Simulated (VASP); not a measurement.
Runs of VASP 6.6.1 on AgCl (Chlorargyrite). The structure is that of space group Fm-3m (No. 225), or close to it. The cells are those of the table. 

```tsv
cell	gap on the mesh (eV)	pressure (GPa)
a = 3.929, b = 3.929, c = 3.868 Å, angles 59.5, 59.5, 90.0°, 2 atoms	0.63	(a)
a = 3.833, b = 3.833, c = 3.848 Å, angles 60.1, 60.1, 90.0°, 2 atoms	0.70	0.3
a = 3.775, b = 3.775, c = 3.837 Å, angles 60.5, 60.5, 90.0°, 2 atoms	0.62	(b)
a = 3.833, b = 3.833, c = 3.854 Å, angles 60.2, 60.2, 90.0°, 2 atoms	0.69	0.1
a = 3.775, b = 3.775, c = 3.863 Å, angles 60.7, 60.7, 90.0°, 2 atoms	0.58	1.1
```

Alike in all rows: task single point; level PBEsol; potentials or basis VASP PAW PBE potentials, release 64 (Ag, Cl); no spin polarisation; k mesh 8 × 8 × 8; cutoff (eV) 500; smearing gaussian 0.01 eV.

**Question.** Estimate the missing entries.

**Answer.** (a) -1.4; (b) 1.8.

Caveats: the PAW data sets were made with another functional, which shifts forces and pressure a little.

A k mesh can miss the band edges, and the runs leave out spin-orbit coupling on Ag.
